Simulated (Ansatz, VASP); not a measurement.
**Two plane-wave programs on MnB6**

Contents of INCAR:

```
SYSTEM = MnB6
PREC = Accurate
ENCUT = 600
EDIFF = 1E-6
ISMEAR = 0
SIGMA = 0.2
LREAL = .False.
LASPH = .True.
NELM = 80
ALGO = Normal
ISIF = 3
LWAVE = .False.
LCHARG = .False.
GGA = PE
IBRION = 2
NSW = 80
EDIFFG = -0.025
```

The input KPOINTS:

```
Automatic mesh
0
Gamma
  6 6 6
  0 0 0
```

Contents of POSCAR:

```
MnB6
1.0
   -0.0796396780     -0.0466505994      3.5729693584
   -2.9694719944      2.3974234049      0.0055930838
   -2.9220652726     -2.3400472030      0.0692550687
Mn B
1 6
Direct
    0.9806812409      0.9906648037      0.0387623290
    0.7543619012      0.5746717175      0.9279571855
    0.2284211577      0.1149889435      0.4252656174
    0.2644109402      0.4442131732      0.0966180982
    0.7767873902      0.9127717164      0.5468543279
    0.5042079666      0.7726153667      0.1882668257
    0.4911294033      0.1900742790      0.7762756163
```

Input for Ansatz:

```yaml
crystal:
  lattice:
    - [-0.079639678, -0.0466505994, 3.5729693584]
    - [-2.9694719944, 2.3974234049, 0.0055930838]
    - [-2.9220652726, -2.340047203, 0.0692550687]
  atoms:
    - { symbol: Mn, position: [0.9806812409, 0.9906648037, 0.038762329] }
    - { symbol: B, position: [0.7543619012, 0.5746717175, 0.9279571855] }
    - { symbol: B, position: [0.2284211577, 0.1149889435, 0.4252656174] }
    - { symbol: B, position: [0.2644109402, 0.4442131732, 0.0966180982] }
    - { symbol: B, position: [0.7767873902, 0.9127717164, 0.5468543279] }
    - { symbol: B, position: [0.5042079666, 0.7726153667, 0.1882668257] }
    - { symbol: B, position: [0.4911294033, 0.190074279, 0.7762756163] }
basis:
  ecutwfc: 420
kpoints:
  mp_grid: { grid: [6, 6, 6] }
hamiltonian:
  xc: pbe
scf:
  occupations: { method: gaussian, width: 0.2 }
  lower_state_search: "off"
output:
  forces: true
  stress: true
  eigenvalues: true
relax:
  adjacent_minimum: "off"
  f_tol: 0.025
  max_steps: 60
  cell: { stress_tol: 0.25 }
```

Change from the starting cell: cell x1, atoms moved at random (sigma 0.1 Å) and cell strained at random (1.5 %), then relaxed without symmetry.

Alike in both runs: task relaxation of cell and atoms; functional PBE; k mesh 6 × 6 × 6; occupations gaussian, width 0.2 eV; no spin polarisation.

|  | VASP | Ansatz |
| --- | --- | --- |
| version | VASP 6.6.1 | Ansatz 0.2.0 |
| potentials or method | VASP PAW PBE potentials, release 64 (Mn_pv, B), cutoff 600 eV | scalar-relativistic, plane waves, PAW |
| valence electrons in the cell | 31 | 33 |

|  | VASP | Ansatz | Ansatz less VASP |
| --- | --- | --- | --- |
| gap on the k mesh at the Fermi level, each at its own relaxed structure (eV) | none | none | - |
| relaxed volume (Å³/atom) | 7.43 | 7.43 | -0.003 |
| relaxed length of the cell vector where the two differ most in proportion (Å) | 3.834 | 3.833 | -0.0010 |

A gap of «none» marks a metal or a gap that the smearing closes. VASP's potentials hold 31 valence electrons a cell and Ansatz's 33, so a difference there can come from the potentials and not from the codes.
